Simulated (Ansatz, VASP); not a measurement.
One calculation of FeSi, two programs

```xyz
8
Lattice="4.4035 0.0000 0.0000 0.0000 4.4035 0.0000 0.0000 0.0000 4.4035" Properties=species:S:1:pos:R:3 pbc="T T T"
Fe    0.6026    0.6026    0.6026
Fe    1.5991    3.8009    2.8044
Fe    2.8044    1.5991    3.8009
Fe    3.8009    2.8044    1.5991
Si    3.7033    3.7033    3.7033
Si    2.9020    0.7002    1.5016
Si    1.5016    2.9020    0.7002
Si    0.7002    1.5016    2.9020
```

Alike in both runs: functional PBEsol; k mesh 10 × 10 × 10; occupations gaussian, width 0.02 eV; no spin polarisation.

Ansatz relaxed the structure, and its values are those at the end. VASP's run is a single point on that final structure, the one shown.

|  | VASP | Ansatz |
| --- | --- | --- |
| version | VASP 6.6.1 | Ansatz 0.2.0 |
| potentials or method | VASP PAW PBE potentials, release 64 (Fe, Si) | scalar-relativistic, plane waves, PAW |
| plane-wave cutoff (eV) | 520 | 420 |
| valence electrons in the cell | 48 | 80 |

```csv
,VASP,Ansatz,Ansatz less VASP
gap on the k mesh at the Fermi level (eV),0.14,0.14,+0.006
least direct gap on the mesh (eV),0.16,0.17,+0.006
pressure (GPa),0.6,0.0,-0.66
rms of the force components (eV/Å),0.019,0.000,-0.0191
```

VASP's potentials were made for PBE, not for PBEsol. VASP's potentials hold 48 valence electrons a cell and Ansatz's 80, so a difference there can come from the potentials and not from the codes.
